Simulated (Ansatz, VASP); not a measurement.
**Two plane-wave programs on RbNa**

```
CELL_PARAMETERS angstrom
9.57541 0.00000 0.00000
-4.78770 8.29255 0.00000
0.00000 0.00000 6.17441
ATOMIC_POSITIONS crystal
Rb 0.50000 0.00000 0.00000
Rb 0.50000 0.50000 0.00000
Rb 0.00000 0.50000 0.00000
Na 0.00000 0.00000 0.00000
Na 0.33333 0.66667 0.50000
Na 0.66667 0.33333 0.50000
```

Alike in both runs: functional PBE; k mesh 6 × 6 × 6; occupations gaussian, width 0.1 eV; no spin polarisation.

Ansatz relaxed the structure, and its values are those at the end. VASP's run is a single point on that final structure, the one shown.

|  | VASP | Ansatz |
| --- | --- | --- |
| version | VASP 6.6.1 | Ansatz 0.2.0 |
| potentials or method | VASP PAW PBE potentials, release 64 (Rb_sv, Na_pv), cutoff 520 eV | scalar-relativistic, plane waves, PAW |
| valence electrons in the cell | 48 | 54 |

```tsv
	VASP	Ansatz	Ansatz less VASP
gap on the k mesh at the Fermi level (eV)	none	none	-
pressure (GPa)	0.0	0.0	0.00
```

A gap of «none» marks a metal or a gap that the smearing closes. The functional is the same, so the differences come from potentials, cutoffs and numerics. VASP's potentials hold 48 valence electrons a cell and Ansatz's 54, so a difference there can come from the potentials and not from the codes.
